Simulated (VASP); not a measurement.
Crystal: InSe.

```
CELL_PARAMETERS angstrom
5.82639 -2.05465 0.00000
5.82639 2.05465 0.00000
-1.72323 0.00000 4.77135
ATOMIC_POSITIONS crystal
In 0.88820 0.88820 0.04684
In 0.11180 0.11180 0.95316
Se 0.66093 0.66093 0.66896
Se 0.33907 0.33907 0.33104
```

```yaml
Program: VASP 6.6.1
Task: relaxation of cell and atoms
Functional: revPBE
Dispersion: D4
Potentials_or_basis: VASP PAW PBE potentials, release 64 (In_d, Se)
Cutoff: 600 eV
k_mesh: 5 × 5 × 5
Occupations: fermi-dirac, width 0.05 eV
Spin: no spin polarisation
```

At the start: pressure -0.4 GPa; volume 28.56 Å³/atom.

Problem. How do energy, volume and symmetry change on relaxing?

Solution. Over 32 steps the energy falls by 26.9 meV/atom and the volume is 25.58 Å³/atom (-10.4 %); space group C2/m (No. 12, to 0.1 Å) before and after.

Step by step:
```csv
step,energy change (eV),largest force (eV/Å),pressure (GPa),volume (Å³)
1,0.0000,0.3326,-0.36,114.24
2,-0.0133,0.2528,-0.35,113.17
3,-0.0238,0.5086,-0.16,109.99
4,-0.0255,0.3603,-0.22,110.88
5,-0.0328,0.3222,-0.14,110.23
6,-0.0509,0.2060,0.16,108.30
7,-0.0672,0.1159,0.93,104.45
8,-0.0779,0.0797,0.18,104.90
9,-0.0801,0.1287,-0.35,105.23
10,-0.0863,0.1062,-0.29,104.75
11,-0.0929,0.0714,-0.17,103.99
12,-0.0937,0.1176,0.13,102.38
13,-0.0955,0.0876,0.00,103.13
14,-0.0970,0.0885,-0.01,103.11
15,-0.0976,0.1146,0.00,103.09
16,-0.0986,0.0929,0.05,103.08
17,-0.1005,0.0591,0.14,103.07
18,-0.1008,0.1529,0.34,103.03
19,-0.1012,0.0953,0.26,103.05
20,-0.1022,0.0817,0.07,103.37
21,-0.1026,0.0622,-0.23,103.91
22,-0.1035,0.0426,-0.25,103.81
23,-0.1052,0.0344,-0.19,103.53
24,-0.1048,0.1203,-0.08,102.95
25,-0.1056,0.0574,-0.14,103.30
26,-0.1062,0.0748,0.14,102.70
27,-0.1062,0.0660,0.08,102.82
28,-0.1068,0.0390,-0.04,102.80
29,-0.1070,0.0271,-0.09,102.79
30,-0.1074,0.0135,0.00,102.43
31,-0.1074,0.0147,0.00,102.42
32,-0.1075,0.0048,0.00,102.31
```

Final structure:
```
In Se
1.0
     5.96508   -2.06774    0.12641
     5.96508    2.06774    0.12641
    -1.66725    0.00000    4.11187
In Se
2 2
Direct
  0.88479 0.88479 0.01502
  0.11521 0.11521 0.98498
  0.65253 0.65253 0.63010
  0.34747 0.34747 0.36990
```

Caveat: the PAW data sets were made with another functional, which shifts forces and pressure a little.
